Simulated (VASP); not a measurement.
# SiC (I-4m2) in VASP: a series of runs

The runs below take SiC through single point, with r2SCAN.

Program: VASP 6.6.1. These are calculated values, not measurements. Logs are shortened: lines on timing, memory, paths and dates and some standing lists are left out, and cuts for length are marked.

**1. The cell of the first run**

It takes space group I-4m2 (No. 119, tetragonal). Conventional cell: a = 3.050 Å, b = 3.050 Å, c = 4.384 Å, α = 90.00°, β = 90.00°, γ = 90.00°. Si (site symmetry -4m2) has 4 C at 1.88 Å within 2.5 Å. C (site symmetry -4m2) has 4 Si at 1.88 Å within 2.5 Å.

**2. Single point, r2SCAN (in-plane strain -0.01, then relaxed in part)**

File POSCAR:

```
SiC
1.0
    2.1563883294      2.1563883294      0.0000000000
   -2.1563883294      2.1563883294      0.0000000000
    0.0000000000      2.1563883294      2.1921161583
Si C
1 1
Direct
    0.0000000000      0.0000000000      0.0000000000
    0.7500000000      0.2500000000      0.5000000000
```

File INCAR.step1:

```
PREC = Accurate
ENCUT = 520
ISMEAR = 0
SIGMA = 0.01
LREAL = False
LASPH = True
NELM = 80
NBANDS = 11
GGA = PE
ALGO = Normal
EDIFF = 1E-4
LWAVE = True
LCHARG = False
```

File INCAR.step2:

```
PREC = Accurate
ENCUT = 520
EDIFF = 1E-6
ISMEAR = 0
SIGMA = 0.01
LREAL = False
LASPH = True
NELM = 80
ALGO = Normal
ISIF = 2
LWAVE = False
LCHARG = True
METAGGA = R2SCAN
LMIXTAU = True
LELF = True
LVHAR = True
NBANDS = 11
ISTART = 1
```

File KPOINTS:

```
Automatic mesh
0
Gamma
  10 10 10
```

Potentials or basis: VASP PAW PBE potentials, release 64 (Si, C).

On the command line:

```bash
cat potpaw_PBE.64/Si/POTCAR potpaw_PBE.64/C/POTCAR > POTCAR
cp INCAR.step1 INCAR
mpirun -np 1 vasp_std > vasp.out
cp INCAR.step2 INCAR
mpirun -np 1 vasp_std > vasp.out
```

OUTCAR:

```text
PREC = Accurate
   ENCUT = 520
   EDIFF = 1E-6
   ISMEAR = 0
   LREAL = False
   LASPH = True
   NELM = 80
   ISIF = 2
   METAGGA = R2SCAN
   ISTART = 1

 ion  position               nearest neighbor table
   1  0.000  0.000  0.000-   2 1.88   2 1.88   2 1.88   2 1.88
   2  0.750  0.250  0.500-   1 1.88   1 1.88   1 1.88   1 1.88

  LATTYP: Found a body centered tetragonal cell.
 ALAT       =     3.0495936212
 C/A-ratio  =     1.4376447688

  Lattice vectors:

 A1 = (   2.1563883294,   0.0000000000,  -2.1921161583)
 A2 = (  -2.1563883294,   0.0000000000,  -2.1921161583)
 A3 = (   0.0000000000,   2.1563883294,   2.1921161583)

Analysis of symmetry for initial positions (statically):
=====================================================================
 Subroutine PRICEL returns:
 Original cell was already a primitive cell.

 Routine SETGRP: Setting up the symmetry group for a
 body centered tetragonal supercell.

 Subroutine GETGRP returns: Found  8 space group operations
 (whereof  8 operations were pure point group operations)
 out of a pool of 16 trial point group operations.

The static configuration has the point symmetry D_2d.

Analysis of symmetry for dynamics (positions and initial velocities):
=====================================================================
 Subroutine PRICEL returns:
 Original cell was already a primitive cell.

 Routine SETGRP: Setting up the symmetry group for a
 body centered tetragonal supercell.

 Subroutine GETGRP returns: Found  8 space group operations
 (whereof  8 operations were pure point group operations)
 out of a pool of 16 trial point group operations.

The dynamic configuration has the point symmetry D_2d.

 Subroutine INISYM returns: Found  8 space group operations
 (whereof  8 operations are pure point group operations),
 and found     1 'primitive' translations

----------------------------------------------------------------------------------------

                                     Primitive cell

  volume of cell :      20.3867

  direct lattice vectors                    reciprocal lattice vectors
     2.156388329  2.156388329  0.000000000     0.231869183  0.231869183 -0.228090103
    -2.156388329  2.156388329  0.000000000    -0.231869183  0.231869183 -0.228090103
     0.000000000  2.156388329  2.192116158     0.000000000  0.000000000  0.456180206

  length of vectors
     3.049593621  3.049593621  3.074960793     0.399439271  0.399439271  0.456180206

  position of ions in fractional coordinates (direct lattice)
[... 88 lines left out ...]
   TEBEG  =    0.0;   TEEND  =   0.0 temperature during run
   PSTRESS=    0.0 pullay stress
   NELECT =       8.0000    total number of electrons
   NUPDOWN=      -1.0000    fix difference up-down
   EMIN   =  10.00;   EMAX   =-10.00  energy-range for DOS
   EFERMI =   0.00;   METHOD = LEGACY
   ISMEAR =     0;   SIGMA  =   0.01  broadening in eV -4-tet -1-fermi 0-gaus
   EFERMI_NEDOS =   21; number of points for ismear=-14 and -15
   IALGO  =     38    algorithm
   IMIX   =      4    mixing-type and parameters
     AMIX     =   0.40;   BMIX     =  1.00
     AMIX_MAG =   1.60;   BMIX_MAG =  1.00
  volume/ion in A,a.u.               =      10.19        68.79
  Fermi-wavevector in a.u.,A,eV,Ry     =   1.198549  2.264928 19.545025  1.436519
  Thomas-Fermi vector in A             =   2.334435
   LORBIT       =      0    0 simple, 1 ext, 2 COOP (PROOUT), +10 PAW based schemes
   METAGGA = R2SCAN    functional components
   LHFCALC =     F    Hartree Fock is set to
   AEXX    =    0.0000 exact exchange contribution
   IVDW    =     0    specifies the selected vdW correction
   LEPSILON=     F    determine dielectric tensor
   LRPA    =     F    only Hartree local field effects (RPA)
 non-spin polarized calculation
 Gauss-broadening in eV      SIGMA  =   0.01
  energy-cutoff  :      520.00
  volume of cell :       20.39
 maximum number of plane-waves:       562
   NGX = 11   NGY = 11   NGZ = 11

 number of electron       8.0000000 magnetization

 Free energy of the ion-electron system (eV)
  ---------------------------------------------------
  ext. energy  EPLUGINS =         0.00000000
  ---------------------------------------------------
  free energy    TOTEN  =       -19.32111345 eV

  energy without entropy =      -19.32111345  energy(sigma->0) =      -19.32111345

 E-fermi :   8.3390     XC(G=0): -12.0014

 val. band max:        8.1900262861   @ k =   0.0000   0.0000   0.0000
 cond. band min:       9.8143535686   @ k =   0.5000   0.5000   0.0000
 fundamental gap:      1.6243272825
 Fermi energy:         8.3390439426

 k-point     1 :       0.0000    0.0000    0.0000
  band No.  band energies     occupation
      1      -8.1488      2.00000
      2       8.0704      2.00000
      3       8.1900      2.00000
      4       8.1900      2.00000
      5      15.1689      0.00000
      6      16.0956      0.00000
      7      16.0956      0.00000
      8      16.1420      0.00000
      9      23.1733      0.00000
     10      23.7158      0.00000
     11      26.1601      0.00000
[... 309 lines left out ...]
 k-point    24 :       0.4000    0.3000    0.0000
  band No.  band energies     occupation
      1      -3.2946      2.00000
      2       0.5430      2.00000
      3       2.7294      2.00000
      4       5.6535      2.00000
      5      12.1911      0.00000
      6      17.5678      0.00000
      7      19.8588      0.00000
      8      20.7016      0.00000
      9      22.5464      0.00000
     10      24.6812      0.00000
     11      31.2133      0.00000

 [... further k-points ...]

------------------------ aborting loop because EDIFF is reached ----------------------------------------

  FORCE on cell =-STRESS in cart. coord.  units (eV):
  Direction    XX          YY          ZZ          XY          YZ          ZX
  --------------------------------------------------------------------------------------
  -------------------------------------------------------------------------------------
  Total        0.5828829      0.5828829     -0.0265450      0.0000000     -0.0000000      0.0000000
  in kB       45.8083247     45.8083247     -2.0861486      0.0000000     -0.0000000      0.0000000
  external PRESSURE =      29.8435002 kB  Pullay stress =       0.0000000 kB

 VOLUME and BASIS-vectors are now :
 -----------------------------------------------------------------------------
  energy-cutoff  :      520.00
  volume of cell :       20.39
      direct lattice vectors                 reciprocal lattice vectors
     2.156388329  2.156388329  0.000000000     0.231869183  0.231869183 -0.228090103
    -2.156388329  2.156388329  0.000000000    -0.231869183  0.231869183 -0.228090103
     0.000000000  2.156388329  2.192116158     0.000000000  0.000000000  0.456180206

 POSITION                                       TOTAL-FORCE (eV/Angst)
 -----------------------------------------------------------------------------------
      0.00000      0.00000      0.00000        -0.000000      0.000000      0.000000
      1.07819      3.23458      1.09606         0.000000     -0.000000      0.000000
 -----------------------------------------------------------------------------------
    total drift:                                0.000001      0.000000     -0.000000

  FREE ENERGIE OF THE ION-ELECTRON SYSTEM (eV)
  ---------------------------------------------------
  free  energy   TOTEN  =       -19.3211134533 eV

  energy  without entropy=      -19.3211134533  energy(sigma->0) =      -19.32111345
```

OUTCAR.step1:

```text
PREC = Accurate
   ENCUT = 520
   ISMEAR = 0
   LREAL = False
   LASPH = True
[... 558 lines left out ...]
      0.00000      0.00000      0.00000         0.000000     -0.000000      0.000000
      1.07819      3.23458      1.09606        -0.000000      0.000000      0.000000
 -----------------------------------------------------------------------------------
    total drift:                                0.000000      0.000000     -0.000000

  FREE ENERGIE OF THE ION-ELECTRON SYSTEM (eV)
  ---------------------------------------------------
  free  energy   TOTEN  =       -15.0452481948 eV

  energy  without entropy=      -15.0452481948  energy(sigma->0) =      -15.04524819
```

OSZICAR.step1:

```text
N       E                     dE             d eps       ncg     rms          rms(c)
DAV:   1     0.183078193657E+01    0.18308E+01   -0.38627E+03  2388   0.602E+02
DAV:   2    -0.163962335196E+02   -0.18227E+02   -0.17171E+02  2794   0.107E+02
DAV:   3    -0.169397520108E+02   -0.54352E+00   -0.54194E+00  2794   0.149E+01
DAV:   4    -0.169418731639E+02   -0.21212E-02   -0.21210E-02  2587   0.116E+00
DAV:   5    -0.169418826084E+02   -0.94445E-05   -0.94444E-05  2786   0.723E-02    0.897E+00
DAV:   6    -0.151070680823E+02    0.18348E+01   -0.65128E+00  2505   0.115E+01    0.399E+00
DAV:   7    -0.150528920690E+02    0.54176E-01   -0.40415E-01  2685   0.362E+00    0.181E+00
DAV:   8    -0.150450379927E+02    0.78541E-02   -0.20579E-02  2571   0.955E-01    0.171E-01
DAV:   9    -0.150451386450E+02   -0.10065E-03   -0.16196E-03  2818   0.230E-01    0.113E-01
DAV:  10    -0.150452462445E+02   -0.10760E-03   -0.23148E-04  2480   0.929E-02    0.264E-02
DAV:  11    -0.150452481948E+02   -0.19502E-05   -0.38940E-05  1380   0.333E-02
   1 F= -.15045248E+02 E0= -.15045248E+02  d E =-.177397E-83
```

It took 1.7 min on 1 thread of Intel Xeon 8259CL, shared host; peak memory 0.15 GiB.

Results:

| Property | Result |
| --- | --- |
| Free energy | -19.3211 eV |
| Pressure | 3.0 GPa |
| Band gap on the k mesh | 1.62 eV (least direct gap 5.06 eV) |

Stress tensor (GPa, compression positive):
```
 4.58  0.00  0.00
 0.00  4.58  0.00
 0.00  0.00 -0.21
```

Levels at points of the mesh, in eV from the valence-band top:
| k point | band 1 | band 2 | band 3 | band 4 | band 5 | band 6 | band 7 | band 8 | band 9 |
| --- | --- | --- | --- | --- | --- | --- | --- | --- | --- |
| (0.00, 0.00, 0.00) | -16.34 | -0.12 | 0.00 | 0.00 | 6.98 | 7.91 | 7.91 | 7.95 | 14.98 |
| (0.50, 0.00, 0.00) | -12.66 | -8.94 | -1.26 | -1.04 | 6.06 | 7.68 | 7.91 | 11.01 | 17.54 |
| (0.50, 0.50, 0.00) | -11.13 | -8.07 | -3.48 | -3.45 | 1.62 | 4.74 | 14.97 | 15.53 | 16.25 |
| (0.00, 0.00, 0.50) | -11.27 | -8.28 | -3.28 | -3.28 | 1.78 | 5.04 | 15.32 | 15.32 | 15.98 |

Caveat: the cell differs from its parent crystal (in-plane strain -0.01, then relaxed in part); the PAW data sets were made with another functional, which shifts forces and pressure a little. A k mesh can miss the band edges.

**3. Single point, r2SCAN (in-plane strain -0.01)**

Changes to POSCAR since step 2:

```diff
@@ -4,3 +4,3 @@
    -2.1563883294      2.1563883294      0.0000000000
-    0.0000000000      2.1563883294      2.1921161583
+    0.0000000000      2.1563883294      2.1912390499
 Si C
```

File INCAR.step1:

```
PREC = Accurate
ENCUT = 520
ISMEAR = 0
SIGMA = 0.01
LREAL = F
LASPH = T
NELM = 60
NBANDS = 11
GGA = PE
ALGO = Normal
EDIFF = 1E-4
LWAVE = T
LCHARG = F
```

File INCAR.step2:

```
PREC = Accurate
ENCUT = 520
EDIFF = 1E-6
ISMEAR = 0
SIGMA = 0.01
LREAL = F
LASPH = T
NELM = 60
ALGO = Normal
ISIF = 2
LWAVE = F
LCHARG = F
METAGGA = R2SCAN
LMIXTAU = T
NBANDS = 11
ISTART = 1
```

File KPOINTS:

```
regular mesh
0
Gamma
  10 10 10
```

Potentials or basis: VASP PAW PBE potentials, release 64 (Si, C).

On the command line:

```bash
cat potpaw_PBE.64/Si/POTCAR potpaw_PBE.64/C/POTCAR > POTCAR
cp INCAR.step1 INCAR
mpirun -np 1 vasp_std > vasp.out
cp INCAR.step2 INCAR
mpirun -np 1 vasp_std > vasp.out
```

Run time: 1.9 min. Hardware: 1 thread of Intel Xeon 8259CL, shared host; peak memory 0.15 GiB.

The run converged. Its results:

```
Free energy            : -19.3211 eV
Pressure               : 3.1 GPa
Band gap on the k mesh : 1.63 eV (least direct gap 5.06 eV)
```

Stress tensor (GPa, compression positive):
```
 4.64  0.00  0.00
 0.00  4.64  0.00
 0.00  0.00 -0.03
```

Levels at points of the mesh, in eV from the valence-band top:
```tsv
k point	band 1	band 2	band 3	band 4	band 5	band 6	band 7	band 8	band 9
(0.00, 0.00, 0.00)	-16.34	-0.12	0.00	0.00	6.99	7.91	7.91	7.96	14.99
(0.50, 0.00, 0.00)	-12.66	-8.94	-1.25	-1.04	6.07	7.69	7.91	11.01	17.54
(0.50, 0.50, 0.00)	-11.14	-8.07	-3.47	-3.45	1.63	4.75	14.98	15.53	16.25
(0.00, 0.00, 0.50)	-11.27	-8.28	-3.28	-3.28	1.78	5.04	15.33	15.33	15.99
```

Caveat: the cell differs from its parent crystal (in-plane strain -0.01); the cell stands under pressure; the PAW data sets were made with another functional, which shifts forces and pressure a little.

(Continued in part 2 of 2.)
